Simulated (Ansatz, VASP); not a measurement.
Two plane-wave programs on Ni

File INCAR:

```
SYSTEM = Ni
  PREC = Accurate
  ENCUT = 520
  EDIFF = 1E-6
  ISMEAR = -1
  SIGMA = 0.05
  LREAL = .False.
  LASPH = .True.
  NELM = 150
  ALGO = Normal
  ISIF = 2
  LWAVE = .False.
  LCHARG = .False.
  ISPIN = 2
  MAGMOM = 1.5
  LORBIT = 11
  LMAXMIX = 4
  GGA = PE
  NBANDS = 15
```

Contents of KPOINTS:

```
regular mesh
0
Gamma
  14 14 14
  0 0 0
```

POSCAR

```
Ni
1.0
   -1.3837154700      1.3837154700      1.3837154700
    1.3837154700     -1.3837154700      1.3837154700
    1.3837154700      1.3837154700     -1.3837154700
Ni
1
Direct
    0.0000000000      0.0000000000      0.0000000000
```

Input for Ansatz:

```yaml
crystal:
  lattice:
    - [-1.38371547, 1.38371547, 1.38371547]
    - [1.38371547, -1.38371547, 1.38371547]
    - [1.38371547, 1.38371547, -1.38371547]
  atoms:
    - { symbol: Ni, position: [0.0, 0.0, 0.0], spin: 1.5 }
magnetization:
  spin_polarized: true
kpoints:
  mp_grid: { grid: [14, 14, 14] }
scf:
  occupations: { method: fermi_dirac, width: 0.05 }
  lower_state_search: "off"
hamiltonian:
  xc: pbe
  pseudopotentials: { kind: paw }
output:
  forces: true
  stress: true
  eigenvalues: true
```

Alike in both runs: task single point; functional PBE; k mesh 14 × 14 × 14; occupations fermi-dirac, width 0.05 eV; collinear spin.

|  | VASP | Ansatz |
| --- | --- | --- |
| version | VASP 6.6.1 | Ansatz 0.2.0 |
| potentials or method | VASP PAW PBE potentials, release 64 (Ni) | PAW with Ansatz's default frozen-core files, scalar-relativistic |
| plane-wave cutoff (eV) | 520 | 420 |
| valence electrons in the cell | 10 | 18 |

|  | VASP | Ansatz | Ansatz less VASP |
| --- | --- | --- | --- |
| pressure (GPa) | 7.2 | 7.4 | +0.20 |
| net moment per atom (μB) | 0.52 | 0.52 | +0.001 |
| size of the moment on the site where the two differ most (μB) | 0.52 | 0.55 | +0.024 |

Site moments also hang on the region over which each program counts them. VASP's potentials hold 10 valence electrons a cell and Ansatz's 18, so a difference there can come from the potentials and not from the codes.
